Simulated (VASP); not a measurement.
A run of VASP 6.6.1 is set up as follows.

POSCAR

```
Ti
1.0
    3.1542360521      0.0000000000      0.0000000000
    0.0000000000      3.1542360521      0.0000000000
    0.0000000000      0.0000000000      3.5541191842
Ti
2
Direct
    0.0000000000      0.0000000000      0.0000000000
    0.5000000000      0.5000000000      0.5000000000
```

The input INCAR.step1:

```
SYSTEM = Ti
  PREC = Accurate
  ENCUT = 520
  ISMEAR = 0
  SIGMA = 0.1
  LREAL = .FALSE.
  LASPH = .TRUE.
  NELM = 80
  NBANDS = 19
  GGA = PE
  ALGO = Normal
  EDIFF = 1E-4
  LWAVE = .TRUE.
  LCHARG = .FALSE.
```

INCAR.step2

```
SYSTEM = Ti
  PREC = Accurate
  ENCUT = 520
  EDIFF = 1E-7
  ISMEAR = 0
  SIGMA = 0.1
  LREAL = .FALSE.
  LASPH = .TRUE.
  NELM = 80
  ALGO = Normal
  ISIF = 2
  LWAVE = .FALSE.
  LCHARG = .FALSE.
  METAGGA = R2SCAN
  LMIXTAU = .TRUE.
  NBANDS = 19
  ISTART = 1
```

KPOINTS

```
Automatic mesh
0
G
  16 16 16
  0 0 0
```

Potentials or basis: VASP PAW PBE potentials, release 64 (Ti_sv).

Command:

```bash
$ cat potpaw_PBE.64/Ti_sv/POTCAR > POTCAR
$ cp INCAR.step1 INCAR
$ mpirun -np 1 vasp_std > vasp.out
$ cp INCAR.step2 INCAR
$ mpirun -np 1 vasp_std > vasp.out
```

(1) Estimate the pressure.

(2) Predict the band gap on the k mesh.

Results:

(1) -2.1 GPa.

(2) zero (band 12 reaches 9.01 eV, above the bottom of band 13 at 7.35 eV).

Caveat: the cell differs from its parent crystal (biaxial strain in the a-b plane: -3.0 %, then relaxed in part); the PAW data sets were made with another functional, which shifts forces and pressure a little.
